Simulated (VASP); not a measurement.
MgO, 16 atoms in the cell. Symmetry: P6_3mc, No. 186, hexagonal system. Conventional cell: a = 3.308 Å, b = 3.308 Å, c = 4.983 Å, α = 90.00°, β = 90.00°, γ = 120.00°. Mg (site symmetry 3m) has 4 O at 1.97 to 1.99 Å within 2.6 Å. O (site symmetry 3m) has 4 Mg at 1.97 to 1.99 Å within 2.6 Å. 

```yaml
Program: VASP 6.6.1
Task: single point
Functional: PBEsol
Potentials_or_basis: VASP PAW PBE potentials, release 64 (Mg, O)
Cutoff: 520 eV
k_mesh: 2 × 2 × 2, shifted
Occupations: gaussian, width 0.1 eV
Spin: no spin polarisation
Dipole_correction: no
Further_INCAR_settings: LREAL = Auto; ALGO = Normal; EDIFF = 1e-06; NBANDS = 46; ISYM = 0
```

Potentials or basis: VASP PAW PBE potentials, release 64 (Mg, O).

Run with:

```console
$ cat potpaw_PBE.64/Mg/POTCAR potpaw_PBE.64/O/POTCAR > POTCAR
$ mpirun -np 1 vasp_std > vasp.out
```

Hardware: 1 thread of Intel(R) Xeon(R) Platinum 8259CL CPU @ 2.50GHz (Skylake/Cascade Lake) (shared host).

Question: Estimate the wall time of this run.

Answer: It took 60 s on 1 thread of Intel(R) Xeon(R) Platinum 8259CL CPU @ 2.50GHz (Skylake/Cascade Lake) (shared host), peak memory 0.32 GiB. Counts: scf iterations 14, k points 4.
